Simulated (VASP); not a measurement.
A run of VASP 6.6.1 is set up as follows.

INCAR

```
ALGO = Normal ; EDIFF = 1E-6
ENCUT = 520 ; ISIF = 2
ISMEAR = -1 ; ISPIN = 2
LASPH = True ; LCHARG = False
LMAXMIX = 4 ; LORBIT = 11
LREAL = False ; LWAVE = False
MAGMOM = 3 0 ; NBANDS = 18
NELM = 150 ; PREC = Accurate
SIGMA = 0.05
```

Contents of KPOINTS:

```
k-points
0
Gamma
  8 8 8
```

The input POSCAR:

```
FeO
1.0
    0.0000000000      2.0903199220      2.0903199220
    2.0903199220      0.0000000000      2.0903199220
    2.0903199220      2.0903199220      0.0000000000
Fe O
1 1
Direct
    0.0000000000      0.0000000000      0.0000000000
    0.5000000000      0.5000000000      0.5000000000
```

Potentials or basis: VASP PAW LDA potentials, release 64 (Fe, O).

Command:

```sh
$ cat potpaw_LDA.64/Fe/POTCAR potpaw_LDA.64/O/POTCAR > POTCAR
$ mpirun -np 1 vasp_std > vasp.out
```

Q: What does it give for the net moment?

A: 3.80 μB per cell.

Q: What does it give for the pressure?

A: 0.0 GPa.

Caveat: a cell with one magnetic atom can't hold antiferromagnetic order, which such compounds often take; semilocal functionals often make such compounds metallic where correlation or magnetic order opens a gap, which also shifts bond lengths.

**Experimental background.**

“W\"ustite: Electric, thermodynamic and optical properties of FeO”, 2012, arxiv:1203.1201 quotes, for a bulk crystal of FeO: band gap 2.4 eV (optical).

Against the measured gap of FeO, 2.4 eV (optical; quoted in “W\"ustite: Electric, thermodynamic and optical properties of FeO”, 2012, arxiv:1203.1201), the calculated 0.00 eV is off by -2.40 eV. So large a miss can be the level of theory's own, or it may mean another phase, state or a wrong row. The value is that of LDA on a finite k mesh, which can miss the band edges, without temperature or zero-point motion. Semilocal functionals fall short of measured gaps as a rule. The run's magnetic order (collinear spin, ferromagnetic start) needn't be the measured crystal's.
